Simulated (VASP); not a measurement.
Runs of VASP 6.6.1 on MnO. The structure is that of space group Fm-3m (No. 225), or close to it. The cells are those of the table. 

```csv
cell,gap on the mesh (eV),pressure (GPa),moment (μB)
"a = 3.068 Å, angles 60.0°, 2 atoms",none,0.4,4.52
"a = 3.037 Å, angles 60.0°, 2 atoms",none,3.9,4.40
"a = 2.940 Å, angles 60.0°, 2 atoms",none,19.7,(a)
"a = 3.005 Å, angles 60.0°, 2 atoms",none,8.0,4.27
"a = 2.973 Å, angles 60.0°, 2 atoms",none,13.2,(b)
"a = 3.098 Å, angles 60.0°, 2 atoms",none,(c),4.60
```

Alike in all rows: task single point; level PBEsol; potentials or basis VASP PAW PBE potentials, release 64 (Mn_pv, O); spin collinear, ferromagnetic start; k mesh 16 × 16 × 16; cutoff (eV) 520; smearing gaussian 0.1 eV.

Task: Estimate the missing entries.

Result: (a) 4.02; (b) 4.14; (c) -3.1.

Caveats: the PAW data sets were made with another functional, which shifts forces and pressure a little; a cell with one magnetic atom can't hold antiferromagnetic order, which such compounds often take; semilocal functionals often make such compounds metallic where correlation or magnetic order opens a gap, which also shifts bond lengths; the cell stands under pressure (at least some runs); the cell stands under tension (at least some runs).

A gap of «none» marks levels without a gap at the run's occupations.
